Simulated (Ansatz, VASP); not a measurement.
# MgO: VASP beside Ansatz

File POSCAR:

```
MgO
1.0
    0.0000000000      2.1375000000      2.1375000000
    2.1375000000      0.0000000000      2.1375000000
    2.1375000000      2.1375000000      0.0000000000
Mg O
1 1
Direct
    0.0000000000      0.0000000000      0.0000000000
    0.5000000000      0.5000000000      0.5000000000
```

Contents of INCAR.step1:

```
PREC = Accurate
ENCUT = 750
ISMEAR = -1
SIGMA = 0.02
LREAL = False
LASPH = True
NELM = 120
NBANDS = 15
GGA = PE
ALGO = Normal
EDIFF = 1E-5
LWAVE = True
LCHARG = False
GGA_COMPAT = False
```

File INCAR.step2:

```
PREC = Accurate
ENCUT = 750
EDIFF = 1E-6
ISMEAR = -1
SIGMA = 0.02
LREAL = False
LASPH = True
NELM = 120
ALGO = Normal
ISIF = 2
LWAVE = False
LCHARG = True
METAGGA = R2SCAN
LMIXTAU = True
LELF = True
LVHAR = True
NBANDS = 15
ISTART = 1
GGA_COMPAT = False
```

KPOINTS

```
Automatic mesh
0
Gamma
  9 9 9
```

Input for Ansatz:

```yaml
crystal:
  lattice:
    - [0.0, 2.1375, 2.1375]
    - [2.1375, 0.0, 2.1375]
    - [2.1375, 2.1375, 0.0]
  atoms:
    - { symbol: Mg, position: [0.0, 0.0, 0.0] }
    - { symbol: O, position: [0.5, 0.5, 0.5] }
hamiltonian:
  xc: r2scan
  pseudopotentials: { kind: paw }
basis:
  ecutwfc: 500
kpoints:
  mp_grid: { grid: [9, 9, 9] }
scf:
  occupations: { method: fermi_dirac, width: 0.02 }
  lower_state_search: "off"
  algorithm: density_mixing
  max_iter: 60
  mixing: { algorithm: anderson, ndim: 2, beta: 0.02, preconditioner: none }
output:
  forces: true
  stress: true
```

Alike in both runs: task single point; functional r2SCAN; k mesh 9 × 9 × 9; occupations fermi-dirac, width 0.02 eV; no spin polarisation.

```csv
,VASP,Ansatz
version,VASP 6.6.1,Ansatz 0.2.0
potentials or method,"VASP PAW PBE potentials, release 64 (Mg_sv, O), cutoff 750 eV","PAW, plane waves, scalar-relativistic"
valence electrons in the cell,16,16
```

|  | VASP | Ansatz | Ansatz less VASP |
| --- | --- | --- | --- |
| pressure (GPa) | -7.5 | -7.5 | -0.02 |

VASP's potentials were made for PBE, not for r2SCAN. The functional is the same, so the differences come from potentials, cutoffs and numerics.
